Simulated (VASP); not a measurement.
A run of VASP 6.6.1 is set up as follows.

File INCAR:

```
SYSTEM = CsCl
PREC = Accurate ; ENCUT = 500
EDIFF = 1E-7 ; ISMEAR = 0
SIGMA = 0.01 ; LREAL = .FALSE.
LASPH = .TRUE. ; NELM = 120
ALGO = Normal ; ISIF = 3
LWAVE = .FALSE. ; LCHARG = .FALSE.
GGA = PS ; IBRION = 2
NSW = 100 ; EDIFFG = -0.002
PSTRESS = 70.0 ; GGA_COMPAT = .FALSE.
NELMIN = 4
```

KPOINTS

```
Automatic mesh
0
G
  6 6 6
  0 0 0
```

POSCAR

```
CsCl
1.0
    4.0653445471      0.0000000000      0.0000000000
    0.0000000000      4.0653445471      0.0000000000
    0.0000000000      0.0000000000      4.0653445471
Cs Cl
1 1
Direct
    0.0000000000      0.0000000000      0.0000000000
    0.5000000000      0.5000000000      0.5000000000
```

Potentials or basis: VASP PAW PBE potentials, release 64 (Cs_sv, Cl).

Launch:

```console
$ cat potpaw_PBE.64/Cs_sv/POTCAR potpaw_PBE.64/Cl/POTCAR > POTCAR
$ mpirun -np 1 vasp_std > vasp.out
```

(1) What does it give for the band gap on the k mesh?

(2) Predict the relaxed cell.

(3) What does it give for the relaxed volume?

Results:

(1) 4.75 eV.

(2) a = 3.792 Å, b = 3.792 Å, c = 3.792 Å, α = 90.00°, β = 90.00°, γ = 90.00°.

(3) 27.27 Å³/atom.

Caveat: the cell is relaxed towards a set pressure, so the run minimises the enthalpy, not the energy; the volume moved by over 15 % at a fixed basis, so the end points are rough; the PAW data sets were made with another functional, which shifts forces and pressure a little; spin-orbit coupling is left out, which moves the levels of the heavy elements.
